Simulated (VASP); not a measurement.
Set up this calculation in VASP 6.6.1, as the native input.

| Item | Value |
| --- | --- |
| Task | single point |
| Functional | PBEsol |
| Potentials or basis | VASP PAW PBE potentials, release 64 (Zn) |
| Cutoff | 520 eV |
| k mesh | 18 × 18 × 8 |
| Occupations | gaussian, width 0.1 eV |
| Spin | no spin polarisation |
| Dipole correction | no |
| Further INCAR settings | ALGO = Fast; EDIFF = 1e-06; NBANDS = 19 |

The structure of Zn lies in POSCAR:

```
Zn
1.0
    2.6012931162      0.0000000000      0.0000000000
   -1.3006465581      2.2527859213      0.0000000000
    0.0000000000      0.0000000000      5.0085886010
Zn
2
Direct
    0.3333333333      0.6666666667      0.2500000000
    0.6666666667      0.3333333333      0.7500000000
```

This cell differs from its parent crystal: volume scaled by 1.03, then relaxed in part.

The input as run:

INCAR

```
PREC = Accurate ; ENCUT = 520
EDIFF = 1E-6 ; ISMEAR = 0
SIGMA = 0.1 ; LREAL = F
LASPH = T ; NELM = 60
ALGO = Fast ; ISIF = 2
LWAVE = F ; LCHARG = T
GGA = PS ; LELF = T
LVHAR = T ; NBANDS = 19
```

KPOINTS

```
regular mesh
0
Gamma
  18 18 8
```

Potentials or basis: VASP PAW PBE potentials, release 64 (Zn).

Command:

```sh
$ cat potpaw_PBE.64/Zn/POTCAR > POTCAR
$ mpirun -np 1 vasp_std > vasp.out
```

It gave:

```
Pressure               : -1.2 GPa
Band gap on the k mesh : zero (band 12 reaches 4.96 eV, above the bottom of band 13 at -0.23 eV)
```

Caveat: the PAW data sets were made with another functional, which shifts forces and pressure a little.

It took 34 s on 1 thread of Intel(R) Xeon(R) 6975P-C (Granite Rapids), with other jobs on the host, peak memory 0.2 GiB.
